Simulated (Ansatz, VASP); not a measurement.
## One calculation of Co, two programs

Contents of INCAR:

```
SYSTEM = Co
  ALGO = Normal
  EDIFF = 1E-6
  ENCUT = 520
  ISIF = 2
  ISMEAR = 1
  ISPIN = 2
  LASPH = .TRUE.
  LCHARG = .FALSE.
  LMAXMIX = 4
  LORBIT = 11
  LREAL = .FALSE.
  LWAVE = .FALSE.
  MAGMOM = 1.558 1.558
  NBANDS = 20
  NELM = 150
  PREC = Accurate
  SIGMA = 0.6
```

The input KPOINTS:

```
k-points
0
G
  15 15 8
  0 0 0
```

File POSCAR:

```
Co
1.0
    2.4273810165      0.0000000000      0.0000000000
   -1.2136905082      2.1021736250      0.0000000000
    0.0000000000      0.0000000000      3.9230481332
Co
2
Direct
    0.3333333333      0.6666666667      0.2500000000
    0.6666666667      0.3333333333      0.7500000000
```

Input for Ansatz:

```yaml
crystal:
  lattice:
    - [2.4273810165, 0.0, 0.0]
    - [-1.2136905082, 2.102173625, 0.0]
    - [0.0, 0.0, 3.9230481332]
  atoms:
    - { symbol: Co, position: [0.3333333333, 0.6666666667, 0.25], spin: 1.558 }
    - { symbol: Co, position: [0.6666666667, 0.3333333333, 0.75], spin: 1.558 }
hamiltonian:
  xc: lda
  pseudopotentials:
    kind: paw
    azcp:
      Co: "pseudopotentials/Co.paw.azcp"
basis:
  ecutwfc: 420
  fft_grid_basis: typed
kpoints:
  mp_grid: { grid: [15, 15, 8], shift: [0, 0, 0] }
magnetization:
  spin_polarized: true
scf:
  occupations: { method: methfessel_paxton, width: 0.6 }
  lower_state_search: "off"
output:
  stress: true
```

Alike in both runs: task single point; functional LDA; k mesh 15 × 15 × 8; occupations methfessel-paxton of order 1, width 0.6 eV; collinear spin.

|  | VASP | Ansatz |
| --- | --- | --- |
| version | VASP 6.6.1 | Ansatz 0.2.0 |
| potentials or method | VASP PAW LDA potentials, release 64 (Co), cutoff 520 eV | plane waves (420 eV) with PAW, scalar-relativistic |
| valence electrons in the cell | 18 | 34 |

```csv
,VASP,Ansatz,Ansatz less VASP
pressure (GPa),-3.2,-1.3,+1.93
"traceless stress, the component that is largest in VASP (GPa)",-0.66,-0.23,+0.427
net moment per atom (μB),1.38,1.47,+0.081
size of the moment on the site where the two differ most (μB),1.38,1.51,+0.131
```

Ansatz warns that its potentials were made for another functional, while VASP's fit it. LDA's correlation is that of Perdew and Zunger in VASP and of Perdew and Wang (1992) in Ansatz. Site moments also hang on the region over which each program counts them. VASP's potentials hold 18 valence electrons a cell and Ansatz's 34, so a difference there can come from the potentials and not from the codes. Ansatz's warnings: stability check not made.
